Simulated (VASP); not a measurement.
# As (R-3m) in VASP: notebook

As is run at these levels: PBE; tasks: relaxation of cell and atoms.

Everything below comes from runs of VASP 6.6.1. Logs are shortened: lines on timing, memory, paths and dates and some standing lists are left out, and cuts for length are marked.

## 1. The cell of the first run

Symmetry: R-3m, No. 166, trigonal system. The conventional cell has a = 3.762 Å, b = 3.762 Å, c = 10.542 Å, α = 90.00°, β = 90.00°, γ = 120.00°. As (site symmetry 3m) has 6 As at 2.51 to 3.14 Å within 3.3 Å.

## 2. Relaxation of cell and atoms, PBE, target pressure 2 GPa, at which the enthalpy is minimised

The input, INCAR:

```
PREC = Accurate
ENCUT = 600
EDIFF = 1E-6
ISMEAR = -1
SIGMA = 0.05
LREAL = F
LASPH = T
NELM = 80
ALGO = Normal
ISIF = 3
LWAVE = F
LCHARG = F
GGA = PE
IBRION = 2
NSW = 60
EDIFFG = -0.01
PSTRESS = 20.0
```

The input, KPOINTS:

```
regular mesh
0
Gamma
  9 9 9
```

The input, POSCAR:

```
As
1.0
    1.8807968987      1.0858785957      3.5140619945
   -1.8807968987      1.0858785957      3.5140619945
    0.0000000000     -2.1717571915      3.5140619945
As
2
Direct
    0.2260000000      0.2260000000      0.2260000000
    0.7740000000      0.7740000000      0.7740000000
```

Potentials or basis: VASP PAW PBE potentials, release 64 (As).

On the command line:

```console
$ cat potpaw_PBE.64/As/POTCAR > POTCAR
$ mpirun -np 1 vasp_std > vasp.out
```

OUTCAR:

```text
PREC = Accurate
   ENCUT = 600
   EDIFF = 1E-6
   ISMEAR = -1
   LREAL = F
   LASPH = T
   NELM = 80
   ISIF = 3
   GGA = PE
   IBRION = 2
   NSW = 60
   EDIFFG = -0.01
   PSTRESS = 20.0

 ion  position               nearest neighbor table
   1  0.226  0.226  0.226-   2 2.51   2 2.51   2 2.51
   2  0.774  0.774  0.774-   1 2.51   1 2.51   1 2.51

  LATTYP: Found a trigonal (rhomboedric) cell.
 ALAT       =     4.1310000000
 COS(alpha) =     0.5854247172

  Lattice vectors:

 A1 = (   1.8807968987,   1.0858785957,   3.5140619945)
 A2 = (  -1.8807968987,   1.0858785957,   3.5140619945)
 A3 = (   0.0000000000,  -2.1717571915,   3.5140619945)

Analysis of symmetry for initial positions (statically):
=====================================================================
 Subroutine PRICEL returns:
 Original cell was already a primitive cell.

 Routine SETGRP: Setting up the symmetry group for a
 trigonal (rhombohedral) supercell.

 Subroutine GETGRP returns: Found 12 space group operations
 (whereof 12 operations were pure point group operations)
 out of a pool of 12 trial point group operations.

The static configuration has the point symmetry D_3d.

Analysis of symmetry for dynamics (positions and initial velocities):
=====================================================================
 Subroutine PRICEL returns:
 Original cell was already a primitive cell.

 Routine SETGRP: Setting up the symmetry group for a
 trigonal (rhombohedral) supercell.

 Subroutine GETGRP returns: Found 12 space group operations
 (whereof 12 operations were pure point group operations)
 out of a pool of 12 trial point group operations.

The dynamic configuration has the point symmetry D_3d.

 Subroutine INISYM returns: Found 12 space group operations
 (whereof 12 operations are pure point group operations),
 and found     1 'primitive' translations

----------------------------------------------------------------------------------------

                                     Primitive cell

  volume of cell :      43.0610

  direct lattice vectors                    reciprocal lattice vectors
     1.880796899  1.085878596  3.514061995     0.265844760  0.153485544  0.094856987
    -1.880796899  1.085878596  3.514061995    -0.265844760  0.153485544  0.094856987
     0.000000000 -2.171757191  3.514061995     0.000000000 -0.306971087  0.094856987

  length of vectors
     4.131000000  4.131000000  4.131000000     0.321292852  0.321292852  0.321292852

  position of ions in fractional coordinates (direct lattice)
     0.226000000  0.226000000  0.226000000
     0.774000000  0.774000000  0.774000000

  ion indices of the primitive-cell ions
   primitive index   ion index
                 1           1
                 2           2

----------------------------------------------------------------------------------------

 KPOINTS: regular mesh

Automatic generation of k-mesh.
 Grid dimensions read from file:
 generate k-points for:    9    9    9

 Generating k-lattice:

  Cartesian coordinates                     Fractional coordinates (reciprocal lattice)
     0.029538307  0.017053949  0.010539665     0.111111111  0.000000000 -0.000000000
    -0.029538307  0.017053949  0.010539665     0.000000000  0.111111111 -0.000000000
     0.000000000 -0.034107899  0.010539665    -0.000000000 -0.000000000  0.111111111

  Length of vectors
     0.035699206  0.035699206  0.035699206

  Shift w.r.t. Gamma in fractional coordinates (k-lattice)
     0.000000000  0.000000000  0.000000000

 Subroutine IBZKPT returns following result:
 ===========================================

 Found     85 irreducible k-points:

 Following reciprocal coordinates:
            Coordinates               Weight
  0.000000  0.000000  0.000000      1.000000
  0.111111 -0.000000 -0.000000      6.000000
  0.222222 -0.000000 -0.000000      6.000000
  0.333333 -0.000000 -0.000000      6.000000
  0.444444 -0.000000 -0.000000      6.000000
  0.111111  0.111111 -0.000000      6.000000
[... 16 lines left out ...]
 -0.333333  0.333333  0.000000      6.000000
  0.444444  0.444444 -0.000000      6.000000
 [... further k-points ...]
   k-points           NKPTS =     85   k-points in BZ     NKDIM =     85   number of bands    NBANDS=      9
   number of dos      NEDOS =    301   number of ions     NIONS =      2
   total plane-waves  NPLWV =  46656
   dimension x,y,z NGX =    36 NGY =   36 NGZ =   36
   dimension x,y,z NGXF=    72 NGYF=   72 NGZF=   72
   ions per type =               2
   NGX,Y,Z   is equivalent  to a cutoff of  14.49, 14.49, 14.49 a.u.
   NGXF,Y,Z  is equivalent  to a cutoff of  28.98, 28.98, 28.98 a.u.
 SYSTEM =  unknown system
   PREC   = accura    normal or accurate (medium, high low for compatibility)
   ISTART =      0    job   : 0-new  1-cont  2-samecut
   ICHARG =      2    charge: 1-file 2-atom 10-const
   ISPIN  =      1    spin polarized calculation?
   LNONCOLLINEAR =      F non collinear calculations
   LSORBIT =      F    spin-orbit coupling
   LASPH  =      T    aspherical Exc in radial PAW
   ENCUT  =  600.0 eV  44.10 Ry    6.64 a.u.   8.25  8.25  8.25*2*pi/ulx,y,z
   NELM   =     80;   NELMIN=  2; NELMDL= -5     # of ELM steps
   EDIFF  = 0.1E-05   stopping-criterion for ELM
   LREAL  =      F    real-space projection
   EDIFFG = -.1E-01   stopping-criterion for IOM
   NSW    =     60    number of steps for IOM
   IBRION =      2    ionic relax: 0-MD 1-quasi-New 2-CG
   NFREE  =      1    steps in history (QN), initial steepest desc. (CG)
   ISIF   =      3    stress and relaxation
   ISYM   =      2    0-nonsym 1-usesym 2-fastsym
   POTIM  = 0.5000    time-step for ionic-motion
   TEBEG  =    0.0;   TEEND  =   0.0 temperature during run
   PSTRESS=   20.0 pullay stress
   NELECT =      10.0000    total number of electrons
   NUPDOWN=      -1.0000    fix difference up-down
   EMIN   =  10.00;   EMAX   =-10.00  energy-range for DOS
   EFERMI =   0.00;   METHOD = LEGACY
   ISMEAR =    -1;   SIGMA  =   0.05  broadening in eV -4-tet -1-fermi 0-gaus
   EFERMI_NEDOS =   21; number of points for ismear=-14 and -15
   IALGO  =     38    algorithm
   IMIX   =      4    mixing-type and parameters
     AMIX     =   0.40;   BMIX     =  1.00
     AMIX_MAG =   1.60;   BMIX_MAG =  1.00
  volume/ion in A,a.u.               =      21.53       145.29
  Fermi-wavevector in a.u.,A,eV,Ry     =   1.006268  1.901570 13.776916  1.012575
  Thomas-Fermi vector in A             =   2.138999
   LORBIT       =      0    0 simple, 1 ext, 2 COOP (PROOUT), +10 PAW based schemes
   GGA     = PE    functional components
   LHFCALC =     F    Hartree Fock is set to
   AEXX    =    0.0000 exact exchange contribution
   IVDW    =     0    specifies the selected vdW correction
   LEPSILON=     F    determine dielectric tensor
   LRPA    =     F    only Hartree local field effects (RPA)
 conjugate gradient relaxation of ions
 non-spin polarized calculation
  energy-cutoff  :      600.00
  volume of cell :       43.06
 maximum number of plane-waves:      1461
 NGX is ok and might be reduce to    36
   NGX = 17   NGY = 17   NGZ = 17

--------------------------------------- Ionic step        1  -------------------------------------------

 number of electron      10.0000000 magnetization

 Free energy of the ion-electron system (eV)
  ---------------------------------------------------
  ext. energy  EPLUGINS =         0.00000000
  ---------------------------------------------------
  free energy    TOTEN  =        -9.32270287 eV

  energy without entropy =       -9.32121014  energy(sigma->0) =       -9.32195651

------------------------ aborting loop because EDIFF is reached ----------------------------------------

  FORCE on cell =-STRESS in cart. coord.  units (eV):
  Direction    XX          YY          ZZ          XY          YZ          ZX
  --------------------------------------------------------------------------------------
  -------------------------------------------------------------------------------------
  Total        1.1549941      1.1549941      0.9473984      0.0000000     -0.0000000      0.0000000
  in kB       42.9740721     42.9740721     35.2500221      0.0000000     -0.0000000      0.0000000
  external PRESSURE =      20.3993888 kB  Pullay stress =      20.0000000 kB
[... 681 lines left out ...]
 k-point    24 :       0.4444    0.4444   -0.0000
  band No.  band energies     occupation
      1      -6.9081      2.00000
      2      -3.9781      2.00000
      3      -0.5076      2.00000
      4       1.2687      2.00000
      5       1.3867      2.00000
      6       7.1142      0.00000
      7      10.7944      0.00000
      8      11.9922      0.00000
      9      12.2620      0.00000

 [... further k-points ...]

[... ionic steps 4 to 7 ...]

--------------------------------------- Ionic step        8  -------------------------------------------

 number of electron      10.0000001 magnetization

------------------------ aborting loop because EDIFF is reached ----------------------------------------

  FORCE on cell =-STRESS in cart. coord.  units (eV):
  Direction    XX          YY          ZZ          XY          YZ          ZX
  --------------------------------------------------------------------------------------
  -------------------------------------------------------------------------------------
  Total        0.5844084      0.5844084      0.5819058      0.0000000     -0.0000000     -0.0000000
  in kB       21.8576503     21.8576503     21.7640494      0.0000000     -0.0000000     -0.0000000
  external PRESSURE =       1.8264500 kB  Pullay stress =      20.0000000 kB
[... 61 lines left out ...]
  enthalpy is  TOTEN    =        -8.8031620657 eV   P V=        0.5353017698

--------------------------------------- Ionic step       10  -------------------------------------------

 number of electron      10.0000001 magnetization

 Free energy of the ion-electron system (eV)
  ---------------------------------------------------
  ext. energy  EPLUGINS =         0.00000000
  ---------------------------------------------------
  free energy    TOTEN  =        -9.33849238 eV

  energy without entropy =       -9.33710088  energy(sigma->0) =       -9.33779663

 E-fermi :   5.4409     XC(G=0): -10.0089

 val. band max:        5.3695558601   @ k =   0.3333   0.2222   0.2222
 cond. band min:       5.4713212031   @ k =   0.4444  -0.0000  -0.0000
 fundamental gap:      0.1017653430
 Fermi energy:         5.4408836021

 k-point     1 :       0.0000    0.0000    0.0000
  band No.  band energies     occupation
      1      -9.4688      2.00000
      2      -0.2689      2.00000
      3       3.0959      2.00000
      4       3.4499      2.00000
      5       3.4499      2.00000
      6       7.4559      0.00000
      7       8.5045      0.00000
      8       8.5045      0.00000
      9      12.0661      0.00000
[... 305 lines left out ...]
  FREE ENERGIE OF THE ION-ELECTRON SYSTEM (eV)
  ---------------------------------------------------
  free  energy   TOTEN  =        -9.3384923779 eV

  energy  without entropy=       -9.3371008845  energy(sigma->0) =       -9.33779663

  enthalpy is  TOTEN    =        -8.8031620292 eV   P V=        0.5353303488

 reached required accuracy - stopping structural energy minimisation
```

It took 2.4 min on 1 thread of Intel Xeon Platinum 8488C (Sapphire Rapids), shared host; peak memory 0.22 GiB.

What came out:

```
Free energy                                            : -9.3385 eV
Relaxed volume                                         : 21.44 Å³/atom
Relaxed cell                                           : a = 4.069 Å, b = 4.069 Å, c = 4.069 Å, α = 55.70°, β = 55.70°, γ = 55.70°
Space group after relaxing (to 0.05 Å)                 : R-3m (No. 166)
Energy change on relaxing (the enthalpy is what falls) : -7.9 meV/atom
Ionic steps                                            : 10
Pressure after relaxing                                : 2.1 GPa
Largest force after relaxing                           : 0.005 eV/Å
Band gap on the k mesh                                 : 0.10 eV, indirect (least direct gap 0.59 eV)
```

Forces in eV/Å, atoms in the order of the input:
```
As   0.000  0.000 -0.005
As   0.000  0.000  0.005
```

The path:
```tsv
step	energy change (eV)	largest force (eV/Å)	pressure (GPa)	volume (Å³)
1	0.0000	0.4890	4.04	43.06
2	-0.0271	0.1697	-0.22	44.79
3	-0.0247	0.1014	1.52	44.03
4	-0.0229	0.0552	1.73	43.74
5	-0.0175	0.0273	2.13	43.21
6	-0.0175	0.0292	2.03	43.09
7	-0.0163	0.0312	1.93	42.93
8	-0.0151	0.0221	2.18	42.84
9	-0.0158	0.0039	2.06	42.88
10	-0.0158	0.0052	2.06	42.88
```

Final structure:
```
As
1.0
     1.90086    1.09746    3.42617
    -1.90086    1.09746    3.42617
     0.00000   -2.19493    3.42617
As
2
Direct
  0.22938 0.22938 0.22938
  0.77062 0.77062 0.77062
```

Caveat: the cell is relaxed towards a set pressure, so the enthalpy falls and the energy may rise. A k mesh can miss the band edges.

## 3. Relaxation of cell and atoms, PBE, target pressure 5 GPa, at which the enthalpy is minimised

The input, INCAR:

```
  PREC = Accurate
  ENCUT = 600
  EDIFF = 1E-7
  ISMEAR = -1
  SIGMA = 0.05
  LREAL = False
  LASPH = True
  NELM = 100
  ALGO = Normal
  ISIF = 3
  LWAVE = False
  LCHARG = False
  GGA = PE
  IBRION = 2
  NSW = 60
  EDIFFG = -0.01
  PSTRESS = 50.0
```

KPOINTS is that of step 2.

POSCAR is that of step 2.

Potentials or basis: VASP PAW PBE potentials, release 64 (As).

On the command line:

```console
$ cat potpaw_PBE.64/As/POTCAR > POTCAR
$ mpirun -np 1 vasp_std > vasp.out
```

It took 3.2 min on 1 thread of Intel Xeon Platinum 8488C (Sapphire Rapids), shared host; peak memory 0.23 GiB.

Results (log left out):

* Free energy: -9.2947 eV
* Relaxed volume: 20.42 Å³/atom
* Relaxed cell: a = 3.964 Å, b = 3.964 Å, c = 3.964 Å, α = 56.83°, β = 56.83°, γ = 56.83°
* Space group after relaxing (to 0.05 Å): R-3m (No. 166)
* Energy change on relaxing (the enthalpy is what falls): +14.0 meV/atom
* Ionic steps: 9
* Pressure after relaxing: 5.0 GPa
* Band gap on the k mesh: 0.07 eV, indirect (least direct gap 0.60 eV)

Forces on the atoms (eV/Å):
```
As   0.000  0.000  0.003
As   0.000  0.000 -0.003
```

The path:
| step | energy change (eV) | largest force (eV/Å) | pressure (GPa) | volume (Å³) |
| --- | --- | --- | --- | --- |
| 1 | 0.0000 | 0.4890 | 4.03 | 43.06 |
| 2 | 0.0040 | 0.1986 | 4.37 | 42.25 |
| 3 | 0.0225 | 0.0575 | 4.79 | 41.43 |
| 4 | 0.0283 | 0.0015 | 5.32 | 40.98 |
| 5 | 0.0382 | 0.0581 | 5.87 | 40.56 |
| 6 | 0.0174 | 0.0872 | 3.78 | 41.25 |
| 7 | 0.0272 | 0.0079 | 4.94 | 40.86 |
| 8 | 0.0270 | 0.0091 | 4.92 | 40.87 |
| 9 | 0.0280 | 0.0029 | 4.97 | 40.83 |

Final structure:
```
CELL_PARAMETERS angstrom
1.88647 1.08915 3.31238
-1.88647 1.08915 3.31238
0.00000 -2.17830 3.31238
ATOMIC_POSITIONS crystal
As 0.23156 0.23156 0.23156
As 0.76844 0.76844 0.76844
```

Levels at points of the mesh, in eV from the valence-band top:
```csv
k point,band 3,band 4,band 5,band 6,band 7,band 8
"(0.00, 0.00, 0.00)",-2.35,-2.10,-2.10,2.31,3.26,3.26
```

Caveat: the cell is relaxed towards a set pressure, so the enthalpy falls and the energy may rise.
